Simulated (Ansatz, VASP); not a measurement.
**Tl in VASP and in Ansatz**

Contents of INCAR:

```
ALGO = Normal
EDIFF = 1E-6
ENCUT = 520
GGA = CA
ISIF = 2
ISMEAR = -1
LASPH = True
LCHARG = False
LREAL = False
LWAVE = False
NBANDS = 12
NELM = 80
PREC = Accurate
SIGMA = 0.1
```

KPOINTS

```
k-points
0
Gamma
  13 13 13
```

The input POSCAR:

```
Tl
1.0
    0.0000000000      2.2852122498      2.2852122498
    2.2852122498      0.0000000000      2.2852122498
    2.2852122498      2.2852122498      0.0000000000
Tl
1
Direct
    0.0000000000      0.0000000000      0.0000000000
```

Input for Ansatz:

```yaml
crystal:
  lattice:
    - [0.0, 2.2852122498, 2.2852122498]
    - [2.2852122498, 0.0, 2.2852122498]
    - [2.2852122498, 2.2852122498, 0.0]
  atoms:
    - { symbol: Tl, position: [0.0, 0.0, 0.0] }
hamiltonian:
  xc: lda
  pseudopotentials:
    kind: paw
    azcp:
      Tl: "pseudopotentials/Tl.paw.azcp"
basis:
  ecutwfc: 420
  fft_grid_basis: typed
kpoints:
  mp_grid: { grid: [13, 13, 13], shift: [0, 0, 0] }
magnetization:
  spin_polarized: false
scf:
  occupations: { method: fermi_dirac, width: 0.1 }
  lower_state_search: "off"
output:
  stress: true
  write_density: true
  write_potential: true
  elf: true
  volumetric_format: npy
```

Alike in both runs: task single point; functional LDA; k mesh 13 × 13 × 13; occupations fermi-dirac, width 0.1 eV; no spin polarisation.

|  | VASP | Ansatz |
| --- | --- | --- |
| version | VASP 6.6.1 | Ansatz 0.2.0 |
| potentials or method | VASP PAW LDA potentials, release 64 (Tl_d), cutoff 520 eV | plane waves (420 eV) with PAW, scalar-relativistic |
| valence electrons in the cell | 13 | 13 |

|  | VASP | Ansatz | Ansatz less VASP |
| --- | --- | --- | --- |
| pressure (GPa) | 8.0 | 7.8 | -0.19 |

Ansatz warns that its potentials were made for another functional, while VASP's fit it. LDA's correlation is that of Perdew and Zunger in VASP and of Perdew and Wang (1992) in Ansatz.

Neither program's run includes spin-orbit coupling.
